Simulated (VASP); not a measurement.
A run of VASP 6.6.1 is set up as follows.

The input INCAR:

```
SYSTEM = HfZr2Te6
PREC     = Accurate       ! precision mode
ENCUT    = 520            ! plane-wave cutoff, eV
EDIFF    = 1E-6           ! SCF threshold, eV
ISMEAR   = 0              ! smearing method
SIGMA    = 0.1            ! smearing width, eV
LREAL    = .False.        ! projectors in reciprocal space
LASPH    = .True.         ! aspherical terms in the spheres
NELM     = 80             ! most SCF steps
ALGO     = Normal         ! electronic algorithm
ISIF     = 2              ! what is computed and relaxed
LWAVE    = .False.        ! write WAVECAR
LCHARG   = .True.         ! write CHGCAR
GGA      = PE             ! functional
LELF     = .True.         ! ELF
LVHAR    = .True.       
NBANDS   = 45             ! bands
```

File KPOINTS:

```
Automatic mesh
0
Gamma
  6 6 6
  0 0 0
```

Contents of POSCAR:

```
HfZr2Te6
1.0
    6.8944168040      0.0000000000      0.0000000000
   -3.4472084020      5.9707400965      0.0000000000
    0.0000000000      0.0000000000      7.1133821000
Zr Hf Te
2 1 6
Direct
    0.3333333333      0.6666666667      0.0000000000
    0.6666666667      0.3333333333      0.0000000000
    0.0000000000      0.0000000000      0.0000000000
    0.6687410000      0.0000000000      0.7489540000
    0.3312590000      0.3312590000      0.7489540000
    0.0000000000      0.6687410000      0.7489540000
    0.3312590000      0.0000000000      0.2510460000
    0.0000000000      0.3312590000      0.2510460000
    0.6687410000      0.6687410000      0.2510460000
```

Potentials or basis: VASP PAW PBE potentials, release 64 (Zr_sv, Hf_pv, Te).

Launch:

```bash
$ cat potpaw_PBE.64/Zr_sv/POTCAR potpaw_PBE.64/Hf_pv/POTCAR potpaw_PBE.64/Te/POTCAR > POTCAR
$ mpirun -np 1 vasp_std > vasp.out
```

Q: Predict the band gap on the k mesh.

A: Zero (bands 35 and 36 overlap by 0.59 eV).

Q: Estimate the largest force.

A: 0.020 eV/Å.

Forces on the atoms (eV/Å):
```
Zr   0.000  0.000  0.000
Zr   0.000  0.000  0.000
Hf   0.000  0.000  0.000
Te   0.019  0.000 -0.006
Te  -0.010 -0.017 -0.006
Te  -0.010  0.017 -0.006
Te  -0.019  0.000  0.006
Te   0.010 -0.017  0.006
Te   0.010  0.017  0.006
```

Caveat: spin-orbit coupling is left out, which moves the levels of the heavy elements.
